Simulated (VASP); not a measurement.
# F (C2/m) in VASP: further runs

F is run at these levels: PBEsol; tasks: single point.

All numbers are computed with VASP 6.6.1; they aren't measurements. Logs are shortened: lines on timing, memory, paths and dates and some standing lists are left out, and cuts for length are marked.

## 1. The cell of the first run

It takes space group C2/m (No. 12, monoclinic). The conventional cell has a = 6.230 Å, b = 3.687 Å, c = 7.731 Å, α = 90.00°, β = 111.86°, γ = 90.00°. Within 1.9 Å of F (site symmetry m) lie 1 F at 1.44 Å. Within 1.9 Å of F (site symmetry m) lie 1 F at 1.44 Å.

## 2. Single point, PBEsol

File INCAR:

```
  PREC = Accurate
  ENCUT = 520
  EDIFF = 1E-7
  ISMEAR = 0
  SIGMA = 0.05
  LREAL = F
  LASPH = T
  NELM = 60
  ALGO = Normal
  ISIF = 2
  LWAVE = F
  LCHARG = F
  GGA = PS
  NBANDS = 22
```

File KPOINTS:

```
Automatic mesh
0
Gamma
  4 4 2
```

File POSCAR:

```
F
1.0
    3.1059489193     -1.8433449950     -0.2395575752
    3.1059489193      1.8433449950     -0.2395575752
   -2.3180012773      0.0000000000      7.3748692280
F
4
Direct
    0.0848459664      0.0848459664      0.0940038325
    0.9151540336      0.9151540336      0.9059961675
    0.5015719855      0.5015719855      0.5937195244
    0.4984280145      0.4984280145      0.4062804756
```

Potentials or basis: VASP PAW PBE potentials, release 64 (F).

The run is started by

```console
cat potpaw_PBE.64/F/POTCAR > POTCAR
mpirun -np 1 vasp_std > vasp.out
```

OUTCAR:

```text
PREC = Accurate
   ENCUT = 520
   EDIFF = 1E-7
   ISMEAR = 0
   LREAL = F
   LASPH = T
   NELM = 60
   ISIF = 2
   GGA = PS

 ion  position               nearest neighbor table
   1  0.085  0.085  0.094-   2 1.44
   2  0.915  0.915  0.906-   1 1.44
   3  0.502  0.502  0.594-   4 1.44
   4  0.498  0.498  0.406-   3 1.44

  LATTYP: Found a base centered monoclinic cell.
 ALAT       =     6.2303471881
 B/A-ratio  =     0.5917310671
 C/A-ratio  =     1.2407939894
 COS(beta)  =    -0.3723223026

  Lattice vectors:

 A1 = (   3.1059489193,  -1.8433449950,  -0.2395575752)
 A2 = (   3.1059489193,   1.8433449950,  -0.2395575752)
 A3 = (  -2.3180012773,   0.0000000000,   7.3748692280)

Analysis of symmetry for initial positions (statically):
=====================================================================
 Subroutine PRICEL returns:
 Original cell was already a primitive cell.

 Routine SETGRP: Setting up the symmetry group for a
 base centered monoclinic supercell.

 Subroutine GETGRP returns: Found  4 space group operations
 (whereof  4 operations were pure point group operations)
 out of a pool of  4 trial point group operations.

The static configuration has the point symmetry C_2h.

Analysis of symmetry for dynamics (positions and initial velocities):
=====================================================================
 Subroutine PRICEL returns:
 Original cell was already a primitive cell.

 Routine SETGRP: Setting up the symmetry group for a
 base centered monoclinic supercell.

 Subroutine GETGRP returns: Found  4 space group operations
 (whereof  4 operations were pure point group operations)
 out of a pool of  4 trial point group operations.

The dynamic configuration has the point symmetry C_2h.

 Subroutine INISYM returns: Found  4 space group operations
 (whereof  4 operations are pure point group operations),
 and found     1 'primitive' translations

----------------------------------------------------------------------------------------

                                     Primitive cell

  volume of cell :      82.4000

  direct lattice vectors                    reciprocal lattice vectors
     3.105948919 -1.843344995 -0.239557575     0.164980926 -0.271246024  0.051855292
     3.105948919  1.843344995 -0.239557575     0.164980926  0.271246024  0.051855292
    -2.318001277  0.000000000  7.374869228     0.010718137  0.000000000  0.138964451

  length of vectors
     3.619699890  3.619699890  7.730577343     0.321686311  0.321686311  0.139377176

  position of ions in fractional coordinates (direct lattice)
     0.084845966  0.084845966  0.094003833
     0.915154034  0.915154034  0.905996167
     0.501571985  0.501571985  0.593719524
     0.498428014  0.498428014  0.406280476

  ion indices of the primitive-cell ions
   primitive index   ion index
                 1           1
                 2           2
                 3           3
                 4           4

----------------------------------------------------------------------------------------

 KPOINTS: Automatic mesh

Automatic generation of k-mesh.
 Grid dimensions read from file:
 generate k-points for:    4    4    2

 Generating k-lattice:

  Cartesian coordinates                     Fractional coordinates (reciprocal lattice)
     0.041245231 -0.067811506  0.012963823     0.250000000 -0.000000000  0.000000000
     0.041245231  0.067811506  0.012963823    -0.000000000  0.250000000  0.000000000
     0.005359069  0.000000000  0.069482226     0.000000000  0.000000000  0.500000000

  Length of vectors
     0.080421578  0.080421578  0.069688588

  Shift w.r.t. Gamma in fractional coordinates (k-lattice)
     0.000000000  0.000000000  0.000000000

 Subroutine IBZKPT returns following result:
 ===========================================

 Found     14 irreducible k-points:

 Following reciprocal coordinates:
            Coordinates               Weight
  0.000000  0.000000  0.000000      1.000000
  0.250000 -0.000000 -0.000000      4.000000
  0.500000 -0.000000 -0.000000      2.000000
  0.250000  0.250000  0.000000      2.000000
  0.500000  0.250000  0.000000      4.000000
 -0.250000  0.250000  0.000000      2.000000
  0.500000  0.500000  0.000000      1.000000
  0.000000  0.000000  0.500000      1.000000
  0.250000 -0.000000  0.500000      4.000000
  0.500000 -0.000000  0.500000      2.000000
  0.250000  0.250000  0.500000      2.000000
  0.500000  0.250000  0.500000      4.000000
 -0.250000  0.250000  0.500000      2.000000
  0.500000  0.500000  0.500000      1.000000
   k-points           NKPTS =     14   k-points in BZ     NKDIM =     14   number of bands    NBANDS=     22
   number of dos      NEDOS =    301   number of ions     NIONS =      4
   total plane-waves  NPLWV =  47040
   dimension x,y,z NGX =    28 NGY =   28 NGZ =   60
   dimension x,y,z NGXF=    56 NGYF=   56 NGZF=  120
   ions per type =               4
   NGX,Y,Z   is equivalent  to a cutoff of  12.86, 12.86, 12.90 a.u.
   NGXF,Y,Z  is equivalent  to a cutoff of  25.72, 25.72, 25.81 a.u.
 SYSTEM =  unknown system
   PREC   = accura    normal or accurate (medium, high low for compatibility)
   ISTART =      0    job   : 0-new  1-cont  2-samecut
   ICHARG =      2    charge: 1-file 2-atom 10-const
   ISPIN  =      1    spin polarized calculation?
   LNONCOLLINEAR =      F non collinear calculations
   LSORBIT =      F    spin-orbit coupling
   LASPH  =      T    aspherical Exc in radial PAW
   ENCUT  =  520.0 eV  38.22 Ry    6.18 a.u.   6.73  6.73 14.37*2*pi/ulx,y,z
   NELM   =     60;   NELMIN=  2; NELMDL= -5     # of ELM steps
   EDIFF  = 0.1E-06   stopping-criterion for ELM
   LREAL  =      F    real-space projection
   EDIFFG = 0.1E-05   stopping-criterion for IOM
   NSW    =      0    number of steps for IOM
   IBRION =     -1    ionic relax: 0-MD 1-quasi-New 2-CG
   NFREE  =      0    steps in history (QN), initial steepest desc. (CG)
   ISIF   =      2    stress and relaxation
   ISYM   =      2    0-nonsym 1-usesym 2-fastsym
   POTIM  = 0.5000    time-step for ionic-motion
   TEBEG  =    0.0;   TEEND  =   0.0 temperature during run
   PSTRESS=    0.0 pullay stress
   NELECT =      28.0000    total number of electrons
   NUPDOWN=      -1.0000    fix difference up-down
   EMIN   =  10.00;   EMAX   =-10.00  energy-range for DOS
   EFERMI =   0.00;   METHOD = LEGACY
   ISMEAR =     0;   SIGMA  =   0.05  broadening in eV -4-tet -1-fermi 0-gaus
   EFERMI_NEDOS =   21; number of points for ismear=-14 and -15
   IALGO  =     38    algorithm
   IMIX   =      4    mixing-type and parameters
     AMIX     =   0.40;   BMIX     =  1.00
     AMIX_MAG =   1.60;   BMIX_MAG =  1.00
  volume/ion in A,a.u.               =      20.60       139.02
  Fermi-wavevector in a.u.,A,eV,Ry     =   1.142401  2.158824 17.756681  1.305079
  Thomas-Fermi vector in A             =   2.279099
   LORBIT       =      0    0 simple, 1 ext, 2 COOP (PROOUT), +10 PAW based schemes
   GGA     = PS    functional components
   LHFCALC =     F    Hartree Fock is set to
   AEXX    =    0.0000 exact exchange contribution
   IVDW    =     0    specifies the selected vdW correction
   LEPSILON=     F    determine dielectric tensor
   LRPA    =     F    only Hartree local field effects (RPA)
 non-spin polarized calculation
 Gauss-broadening in eV      SIGMA  =   0.05
  energy-cutoff  :      520.00
  volume of cell :       82.40
 maximum number of plane-waves:      2230
 NGX is ok and might be reduce to    28
   NGX = 13   NGY = 13   NGZ = 29

 number of electron      27.9999996 magnetization

 Free energy of the ion-electron system (eV)
  ---------------------------------------------------
  ext. energy  EPLUGINS =         0.00000000
  ---------------------------------------------------
  free energy    TOTEN  =        -7.76388926 eV

  energy without entropy =       -7.76388926  energy(sigma->0) =       -7.76388926

 E-fermi :  -5.8989     XC(G=0):  -6.4969

 val. band max:       -6.2132013361   @ k =   0.5000   0.5000   0.0000
 cond. band min:      -3.6359029380   @ k =   0.0000   0.0000   0.0000
 fundamental gap:      2.5772983981
 Fermi energy:        -5.8989433050

 k-point     1 :       0.0000    0.0000    0.0000
  band No.  band energies     occupation
      1     -30.5834      2.00000
      2     -30.4236      2.00000
      3     -24.7515      2.00000
      4     -24.5373      2.00000
      5     -12.4788      2.00000
      6     -11.9730      2.00000
[... 14 lines left out ...]
     21      12.5847      0.00000
     22      13.7611      0.00000

 k-point     2 :       0.2500   -0.0000   -0.0000
  band No.  band energies     occupation
      1     -30.5661      2.00000
      2     -30.4133      2.00000
      3     -24.7205      2.00000
      4     -24.5549      2.00000
      5     -12.4062      2.00000
      6     -12.0397      2.00000
[... 14 lines left out ...]
     21      10.6794      0.00000
     22      12.1171      0.00000

 k-point     3 :       0.5000   -0.0000   -0.0000
  band No.  band energies     occupation
      1     -30.5488      2.00000
      2     -30.4030      2.00000
      3     -24.6798      2.00000
      4     -24.5824      2.00000
      5     -12.2729      2.00000
      6     -12.1665      2.00000
[... 14 lines left out ...]
     21       9.4870      0.00000
     22       9.6796      0.00000
[... 226 lines left out ...]
 k-point    13 :      -0.2500    0.2500    0.5000
  band No.  band energies     occupation
      1     -30.5488      2.00000
      2     -30.4030      2.00000
      3     -24.6797      2.00000
      4     -24.5823      2.00000
      5     -12.2702      2.00000
      6     -12.1653      2.00000
[... 14 lines left out ...]
     21       9.8662      0.00000
     22       9.8795      0.00000

 k-point    14 :       0.5000    0.5000    0.5000
  band No.  band energies     occupation
      1     -30.5423      2.00000
      2     -30.3966      2.00000
      3     -24.6865      2.00000
      4     -24.5892      2.00000
      5     -12.2874      2.00000
      6     -12.1830      2.00000
[... 14 lines left out ...]
     21       8.5482      0.00000
     22       8.6686      0.00000

------------------------ aborting loop because EDIFF is reached ----------------------------------------

  FORCE on cell =-STRESS in cart. coord.  units (eV):
  Direction    XX          YY          ZZ          XY          YZ          ZX
  --------------------------------------------------------------------------------------
  -------------------------------------------------------------------------------------
  Total       -0.6802320     -0.2713433     -2.9056327      0.0000000      0.0000000     -0.1943777
  in kB      -13.2263624     -5.2759715    -56.4968310      0.0000000      0.0000000     -3.7794600
  external PRESSURE =     -24.9997216 kB  Pullay stress =       0.0000000 kB

 VOLUME and BASIS-vectors are now :
 -----------------------------------------------------------------------------
  energy-cutoff  :      520.00
  volume of cell :       82.40
      direct lattice vectors                 reciprocal lattice vectors
     3.105948919 -1.843344995 -0.239557575     0.164980926 -0.271246024  0.051855292
     3.105948919  1.843344995 -0.239557575     0.164980926  0.271246024  0.051855292
    -2.318001277  0.000000000  7.374869228     0.010718137  0.000000000  0.138964451

 POSITION                                       TOTAL-FORCE (eV/Angst)
 -----------------------------------------------------------------------------------
      0.30915      0.00000      0.65261        -0.440111      0.000000     -0.917401
      3.58474      0.00000      6.24314         0.440111      0.000000      0.917401
      1.73947      0.00000      4.13829         0.302154      0.000000     -0.985642
      2.15443      0.00000      2.75746        -0.302154      0.000000      0.985642
 -----------------------------------------------------------------------------------
    total drift:                                0.000000      0.000000     -0.000000

  FREE ENERGIE OF THE ION-ELECTRON SYSTEM (eV)
  ---------------------------------------------------
  free  energy   TOTEN  =        -7.7638892611 eV

  energy  without entropy=       -7.7638892611  energy(sigma->0) =       -7.76388926
```

Wall time 16 s (1 thread of Intel Xeon Platinum 8488C (Sapphire Rapids), shared host); peak memory 0.19 GiB.

Results:

```
Free energy            : -7.7639 eV
Pressure               : -2.5 GPa
Largest force          : 1.031 eV/Å
Band gap on the k mesh : 2.58 eV, indirect (least direct gap 2.64 eV)
```

Forces in eV/Å, atoms in the order of the input:
```
F   -0.440  0.000 -0.917
F    0.440  0.000  0.917
F    0.302  0.000 -0.986
F   -0.302  0.000  0.986
```

Stress tensor (GPa, compression positive):
```
-1.32  0.00 -0.38
 0.00 -0.53  0.00
-0.38  0.00 -5.65
```

Caveat: the k points lie up to 0.51 Å⁻¹ apart; the PAW data sets were made with another functional, which shifts forces and pressure a little. A k mesh can miss the band edges.

[end of part 1 of 2]
